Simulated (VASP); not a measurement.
Here is a VASP 6.6.1 calculation.

Contents of INCAR:

```
PREC     = Accurate       # precision mode
ENCUT    = 520            # plane-wave cutoff, eV
EDIFF    = 1E-7           # SCF threshold, eV
ISMEAR   = 0              # smearing method
SIGMA    = 0.05           # smearing width, eV
LREAL    = Auto         
LASPH    = True           # aspherical terms in the spheres
NELM     = 60             # most SCF steps
ALGO     = Normal         # electronic algorithm
ISIF     = 2              # what is computed and relaxed
LWAVE    = False          # write WAVECAR
LCHARG   = False          # write CHGCAR
GGA      = PE             # functional
IVDW     = 12             # dispersion correction
NBANDS   = 48             # bands
```

KPOINTS

```
Automatic mesh
0
Gamma
  2 2 2
```

POSCAR

```
Si
1.0
    0.0000000000      5.4300000000      5.4300000000
    5.4300000000      0.0000000000      5.4300000000
    5.4300000000      5.4300000000      0.0000000000
Si
17
Direct
   -0.0012019534      0.0005786378      0.0003489992
    0.1279590932      0.1223035868      0.1217684563
    0.0018800870     -0.0055281218      0.5018572869
    0.1279859610      0.1223972176      0.6279914852
    0.0022498104      0.5023884750     -0.0066773440
    0.1281659093      0.6281314314      0.1219690072
    0.0023506644      0.5025497836      0.5022644134
    0.1250386600      0.6258926589      0.6247709679
    0.5003274928      0.0004379659      0.0003013248
    0.6249981620      0.1248852802      0.1250308029
    0.5003658577      0.0005212872      0.4988476040
    0.6218314076      0.1222344863      0.6279648460
    0.5005455000      0.4986331566      0.0004709279
    0.6220579648      0.6279863751      0.1219262685
    0.4935975028      0.5022827783      0.5021221126
    0.6220933889      0.6280703360      0.6281100046
    0.8750519413      0.3758734053      0.3747841866
```

Potentials or basis: VASP PAW PBE potentials, release 64 (Si).

Launch:

```bash
$ cat potpaw_PBE.64/Si/POTCAR > POTCAR
$ mpirun -np 1 vasp_std > vasp.out
```

**Question.** What does it give for the band gap on the k mesh?

**Answer.** Zero (band 34 reaches 6.93 eV, above the bottom of band 35 at 6.67 eV).

**Question.** Predict the dispersion energy per atom.

**Answer.** -0.332 eV.

**Question.** What does it give for the largest force?

**Answer.** 0.019 eV/Å.

Forces in eV/Å, atoms in the order of the input:
```
Si   0.005 -0.008 -0.013
Si   0.014  0.004  0.001
Si  -0.005  0.008 -0.004
Si  -0.003 -0.012 -0.001
Si   0.005  0.002  0.002
Si   0.002 -0.003 -0.009
Si  -0.004 -0.007 -0.002
Si  -0.002  0.001 -0.003
Si   0.009  0.014  0.008
Si   0.000  0.000  0.000
Si  -0.014 -0.009  0.005
Si   0.001  0.002  0.016
Si  -0.008  0.005 -0.008
Si   0.006  0.010  0.005
Si   0.003 -0.001  0.003
Si  -0.009 -0.004  0.003
Si  -0.001 -0.001 -0.001
```

Caveat: the k points lie up to 0.50 Å⁻¹ apart.
